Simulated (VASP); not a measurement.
# Li (P3m1) in VASP: notebook, part 2 of 2

VASP 6.6.1. Earlier steps stand in the parts before.

### 3 Single point, PBEsol

The input, INCAR:

```
PREC = Accurate ; ENCUT = 520
EDIFF = 1E-6 ; ISMEAR = 0
SIGMA = 0.1 ; LREAL = F
LASPH = T ; NELM = 100
ALGO = Normal ; ISIF = 2
LWAVE = F ; LCHARG = T
GGA = PS ; LELF = T
LVHAR = T ; NBANDS = 14
```

The input, KPOINTS:

```
Automatic mesh
0
Gamma
  10 10 3
```

The input, POSCAR:

```
Li
1.0
    3.0343860000      0.0000000000      0.0000000000
   -1.5171930000      2.6278550000      0.0000000000
    0.0000000000      0.0000000000     10.2162080000
Li
4
Direct
    0.0000000000      0.0000000000      0.0048941838
    0.3333333333      0.6666666667      0.2500000000
    0.0000000000      0.0000000000      0.5000000000
    0.6666666667      0.3333333333      0.7500000000
```

Potentials or basis: VASP PAW PBE potentials, release 64 (Li_sv).

Run with:

```
cat potpaw_PBE.64/Li_sv/POTCAR > POTCAR
mpirun -np 1 vasp_std > vasp.out
```

OUTCAR:

```text
PREC = Accurate
   ENCUT = 520
   EDIFF = 1E-6
   ISMEAR = 0
   LREAL = F
   LASPH = T
   NELM = 100
   ISIF = 2
   GGA = PS

 ion  position               nearest neighbor table
   1  0.000  0.000  0.005-
   2  0.333  0.667  0.250-
   3  0.000  0.000  0.500-
   4  0.667  0.333  0.750-

  LATTYP: Found a hexagonal cell.
[... 606 lines left out ...]

  FORCE on cell =-STRESS in cart. coord.  units (eV):
  Direction    XX          YY          ZZ          XY          YZ          ZX
  --------------------------------------------------------------------------------------
  -------------------------------------------------------------------------------------
  Total        0.0707291      0.0707290     -0.4080103      0.0000000     -0.0000000      0.0000000
  in kB        1.3910622      1.3910618     -8.0245332      0.0000000     -0.0000000      0.0000000
  external PRESSURE =      -1.7474697 kB  Pullay stress =       0.0000000 kB

 VOLUME and BASIS-vectors are now :
 -----------------------------------------------------------------------------
  energy-cutoff  :      520.00
  volume of cell :       81.46
      direct lattice vectors                 reciprocal lattice vectors
     3.034386000  0.000000000  0.000000000     0.329555963  0.190269250  0.000000000
    -1.517193000  2.627855000  0.000000000     0.000000000  0.380538500  0.000000000
     0.000000000  0.000000000 10.216208000     0.000000000  0.000000000  0.097883677

 POSITION                                       TOTAL-FORCE (eV/Angst)
 -----------------------------------------------------------------------------------
      0.00000      0.00000      0.05000         0.000000      0.000000     -0.059585
     -0.00000      1.75190      2.55405        -0.000000     -0.000000      0.031925
      0.00000      0.00000      5.10810         0.000000     -0.000000     -0.001204
      1.51719      0.87595      7.66216        -0.000000     -0.000000      0.028864
 -----------------------------------------------------------------------------------
    total drift:                               -0.000000      0.000000      0.000679

  FREE ENERGIE OF THE ION-ELECTRON SYSTEM (eV)
  ---------------------------------------------------
  free  energy   TOTEN  =        -7.8678732650 eV

  energy  without entropy=       -7.8564338278  energy(sigma->0) =       -7.86215355
```

stdout:

```text
POSCAR found type information on POSCAR Li
 POSCAR found :  1 types and       4 ions
 scaLAPACK will be used
 -----------------------------------------------------------------------------
|                                                                             |
|                                                                             |
|     You enforced a specific xc type in the INCAR file but a different       |
|     I HOPE YOU KNOW WHAT YOU ARE DOING!                                     |
|                                                                             |
 -----------------------------------------------------------------------------

 LDA part: xc-table for (Slater+PW92), standard interpolation
 POSCAR, INCAR and KPOINTS ok, starting setup
 FFT: planning ... GRIDC
 FFT: planning ... GRID_SOFT
 FFT: planning ... GRID
 WAVECAR not read
 entering main loop
```

Wall time 33 s (1 thread of AMD EPYC 7R13 (Zen 3), shared host); peak memory 0.16 GiB.

Results:

- Free energy: -7.8679 eV
- Largest force: 0.060 eV/Å
- Band gap on the k mesh: zero (bands 6 and 7 overlap by 4.06 eV)

Forces on the atoms (eV/Å):
```
Li   0.000  0.000 -0.060
Li   0.000  0.000  0.032
Li   0.000  0.000 -0.001
Li   0.000  0.000  0.029
```

Levels at points of the mesh, in eV from the Fermi level:
| k point | band 2 | band 3 | band 4 | band 5 | band 6 | band 7 | band 8 | band 9 | band 10 | band 11 |
| --- | --- | --- | --- | --- | --- | --- | --- | --- | --- | --- |
| (0.00, 0.00, 0.00) | -45.87 | -45.87 | -45.84 | -3.50 | -2.45 | -2.42 | -0.13 | 2.72 | 7.47 | 7.61 |
| (0.50, 0.00, 0.00) | -45.85 | -45.85 | -45.82 | 0.05 | 0.59 | 0.76 | 1.34 | 3.44 | 3.50 | 4.94 |

Caveat: the cutoff is under 1.25 times the usual one of these potentials, so pressure, stress and relaxed cells hold a basis-set (Pulay) error; the PAW data sets were made with another functional, which shifts forces and pressure a little.

### 4 Single point, PBEsol

The input, INCAR:

```
PREC = Accurate ; ENCUT = 520
EDIFF = 1E-6 ; ISMEAR = 0
SIGMA = 0.1 ; LREAL = False
LASPH = True ; NELM = 100
ALGO = Normal ; ISIF = 2
LWAVE = False ; LCHARG = False
GGA = PS ; NBANDS = 14
```

KPOINTS is that of step 3.

Changes to POSCAR since step 3:

```diff
@@ -8,3 +8,3 @@
 Direct
-    0.0000000000      0.0000000000      0.0048941838
+    0.0000000000      0.0000000000      0.0097883677
     0.3333333333      0.6666666667      0.2500000000
```

Run with:

```
cat potpaw_PBE.64/Li_sv/POTCAR > POTCAR
mpirun -np 1 vasp_std > vasp.out
```

It took 30 s on 1 thread of AMD EPYC 7R13 (Zen 3), shared host; peak memory 0.16 GiB.

Results (log left out):

```yaml
Free_energy: -7.8633 eV
Largest_force: 0.120 eV/Å
Band_gap_on_the_k_mesh: zero (bands 6 and 7 overlap by 4.04 eV)
```

Forces in eV/Å, atoms in the order of the input:
```
Li   0.000  0.000 -0.120
Li   0.000  0.000  0.068
Li   0.000  0.000 -0.002
Li   0.000  0.000  0.054
```

Levels at points of the mesh, in eV from the Fermi level:
```
           k point  band 2  band 3  band 4  band 5  band 6  band 7  band 8  band 9  band 10  band 11
(0.00, 0.00, 0.00)  -45.87  -45.87  -45.81   -3.50   -2.46   -2.41   -0.12    2.72     7.40     7.68
(0.50, 0.00, 0.00)  -45.85  -45.85  -45.80    0.05    0.59    0.77    1.34    3.44     3.50     4.95
```

Caveat: the cutoff is under 1.25 times the usual one of these potentials, so pressure, stress and relaxed cells hold a basis-set (Pulay) error; the PAW data sets were made with another functional, which shifts forces and pressure a little.
